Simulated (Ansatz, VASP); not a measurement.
# Se: VASP beside Ansatz

```
Se
1.0
     4.04436    0.00000    0.00000
    -2.02218    3.50252    0.00000
     0.00000    0.00000    5.12186
Se
3
Direct
  0.24801 0.00000 0.33333
  0.00000 0.24801 0.66667
  0.75199 0.75199 0.00000
```

Alike in both runs: functional PBEsol; k mesh 5 × 5 × 4; occupations fermi-dirac, width 0.05 eV; no spin polarisation.

Ansatz relaxed the structure, and its values are those at the end. VASP's run is a single point on that final structure, the one shown.

```csv
,VASP,Ansatz
version,VASP 6.6.1,Ansatz 0.2.0
potentials or method,"VASP PAW PBE potentials, release 64 (Se), cutoff 520 eV","plane waves (420 eV) with PAW, scalar-relativistic"
valence electrons in the cell,18,48
```

Ansatz gave:

- pressure (GPa): 0.0
- rms of the force components (eV/Å): 0.001

Q: Estimate VASP's values.

A: Pressure (GPa): 0.2; rms of the force components (eV/Å): 0.019.

VASP's potentials were made for PBE, not for PBEsol, and Ansatz warns of the same on its side. VASP's potentials hold 18 valence electrons a cell and Ansatz's 48, so a difference there can come from the potentials and not from the codes.
